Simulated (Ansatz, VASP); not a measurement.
**GaP: VASP beside Ansatz**

Contents of INCAR:

```
PREC = Accurate
ENCUT = 520
EDIFF = 1E-6
ISMEAR = 0
SIGMA = 0.05
LREAL = False
LASPH = True
NELM = 80
ALGO = Normal
ISIF = 2
LWAVE = False
LCHARG = True
GGA = PE
LELF = True
LVHAR = True
NBANDS = 16
```

KPOINTS

```
regular mesh
0
Gamma
  10 10 10
```

File POSCAR:

```
GaP
1.0
    0.0000000000      2.7252999223      2.8747889476
    2.8747889476      0.0000000000      2.8747889476
    2.8747889476      2.7252999223      0.0000000000
Ga P
1 1
Direct
    0.0000000000      0.0000000000      0.0000000000
    0.7500000000      0.7500000000      0.7500000000
```

Input for Ansatz:

```yaml
crystal:
  lattice:
    - [0.0, 2.7252999223, 2.8747889476]
    - [2.8747889476, 0.0, 2.8747889476]
    - [2.8747889476, 2.7252999223, 0.0]
  atoms:
    - { symbol: Ga, position: [0.0, 0.0, 0.0] }
    - { symbol: P, position: [0.75, 0.75, 0.75] }
basis:
  ecutwfc: 420
kpoints:
  mp_grid: { grid: [10, 10, 10] }
hamiltonian:
  xc: pbe
scf:
  occupations: { method: gaussian, width: 0.05 }
output:
  forces: true
  stress: true
  eigenvalues: true
```

Alike in both runs: task single point; functional PBE; k mesh 10 × 10 × 10; occupations gaussian, width 0.05 eV; no spin polarisation.

|  | VASP | Ansatz |
| --- | --- | --- |
| version | VASP 6.6.1 | Ansatz 0.2.0 |
| potentials or method | VASP PAW PBE potentials, release 64 (Ga_d, P), cutoff 520 eV | scalar-relativistic, plane waves, PAW |
| valence electrons in the cell | 18 | 18 |

Ansatz gave:

- gap on the k mesh at the Fermi level (eV): 0.78
- least direct gap on the mesh (eV): 0.78
- pressure (GPa): -4.9
- traceless stress, the component that is largest in VASP (GPa): 2.30

Question: Which values does VASP return?

Answer: gap on the k mesh at the Fermi level (eV): 0.78; least direct gap on the mesh (eV): 0.78; pressure (GPa): -5.0; traceless stress, the component that is largest in VASP (GPa): 2.30.
